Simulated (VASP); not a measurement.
Wanted: the native input for a VASP 6.6.1 run.

| Item | Value |
| --- | --- |
| Task | single point |
| Functional | PBEsol |
| Potentials or basis | VASP PAW PBE potentials, release 64 (Hf_pv, Si) |
| Cutoff | 500 eV |
| k mesh | 15 × 15 × 15 |
| Occupations | fermi-dirac, width 0.1 eV |
| Spin | no spin polarisation |
| Dipole correction | no |
| Further INCAR settings | ALGO = Normal; EDIFF = 1e-06; NBANDS = 14 |

The structure of HfSi (rocksalt type) lies in POSCAR:

```
HfSi
1.0
    0.0000000000      2.2014729315      2.2014729315
    2.2014729315      0.0000000000      2.2014729315
    2.2014729315      2.2014729315      0.0000000000
Hf Si
1 1
Direct
    0.0000000000      0.0000000000      0.0000000000
    0.5000000000      0.5000000000      0.5000000000
```

The input as run:

INCAR

```
PREC = Accurate ; ENCUT = 500
EDIFF = 1E-6 ; ISMEAR = -1
SIGMA = 0.1 ; LREAL = False
LASPH = True ; NELM = 120
ALGO = Normal ; ISIF = 2
LWAVE = False ; LCHARG = False
GGA = PS ; NBANDS = 14
GGA_COMPAT = False
```

KPOINTS

```
regular mesh
0
Gamma
  15 15 15
```

Potentials or basis: VASP PAW PBE potentials, release 64 (Hf_pv, Si).

Run with:

```sh
$ cat potpaw_PBE.64/Hf_pv/POTCAR potpaw_PBE.64/Si/POTCAR > POTCAR
$ mpirun -np 1 vasp_std > vasp.out
```

Results of the run:

```json
{
 "Pressure": "196.9 GPa",
 "Band gap on the k mesh": "zero (band 7 reaches 14.37 eV, above the bottom of band 8 at 11.07 eV)"
}
```

Caveat: the PAW data sets were made with another functional, which shifts forces and pressure a little; spin-orbit coupling is left out, which moves the levels of the heavy elements.

Run time: 32 s on 1 thread of Intel(R) Xeon(R) Platinum 8488C (Sapphire Rapids) (shared host), peak memory 0.16 GiB.
